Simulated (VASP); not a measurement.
Y: single point with LDA

Crystal: Y.

```
Y
1.0
     0.00000    2.48500    2.48500
     2.48500    0.00000    2.48500
     2.48500    2.48500    0.00000
Y
1
Cartesian
  0.0000 0.0000 0.0000
```

```
Program                : VASP 6.6.1
Task                   : single point
Functional             : LDA
Potentials or basis    : VASP PAW LDA potentials, release 64 (Y_sv)
Cutoff                 : 520 eV
k mesh                 : 9 × 9 × 9
Occupations            : methfessel-paxton, width 0.1 eV
Spin                   : no spin polarisation
Dipole correction      : no
Further INCAR settings : ALGO = Normal; EDIFF = 1e-07; NBANDS = 12
```

```json
{"Pressure": "-1.8 GPa"}
```

Levels at points of the mesh, in eV from the Fermi level:
```
           k point  band 2  band 3  band 4  band 5  band 6  band 7  band 8  band 9
(0.00, 0.00, 0.00)  -22.14  -22.14  -22.14   -4.89    1.73    1.73    1.73    3.87
```

Run time: 20 s on 1 thread of AMD EPYC 7R43 64-Core Processor (Zen 3), on a shared host, peak memory 0.13 GiB.
